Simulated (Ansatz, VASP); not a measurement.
**Hg: VASP beside Ansatz**

```
CELL_PARAMETERS angstrom
5.71542 0.00000 0.00000
0.00000 5.71542 0.00000
0.00000 0.00000 5.71542
ATOMIC_POSITIONS crystal
Hg 0.50000 0.50000 0.50000
Hg 0.00000 0.00000 0.00000
Hg 0.25000 0.00000 0.50000
Hg 0.50000 0.25000 0.00000
Hg 0.50000 0.75000 0.00000
Hg 0.75000 0.00000 0.50000
Hg 0.00000 0.50000 0.75000
Hg 0.00000 0.50000 0.25000
```

Alike in both runs: functional PBEsol; k mesh 4 × 4 × 4; occupations gaussian, width 0.02 eV; no spin polarisation.

Ansatz relaxed the structure, and its values are those at the end. VASP's run is a single point on that final structure, the one shown.

|  | VASP | Ansatz |
| --- | --- | --- |
| version | VASP 6.6.1 | Ansatz 0.2.0 |
| potentials or method | VASP PAW PBE potentials, release 64 (Hg), cutoff 520 eV | scalar-relativistic, plane waves, PAW |
| valence electrons in the cell | 96 | 160 |

VASP gave:

```
gap on the k mesh at the Fermi level (eV) : none
pressure (GPa)                            : 0.4
```

Which values does Ansatz return?

gap on the k mesh at the Fermi level (eV): none; pressure (GPa): 0.0.

VASP's potentials were made for PBE, not for PBEsol. A gap of «none» marks a metal or a gap that the smearing closes. With one functional, cell and mesh, what is left measures potentials, basis and numerics. VASP's potentials hold 96 valence electrons a cell and Ansatz's 160, so a difference there can come from the potentials and not from the codes.

Spin-orbit coupling is off throughout.
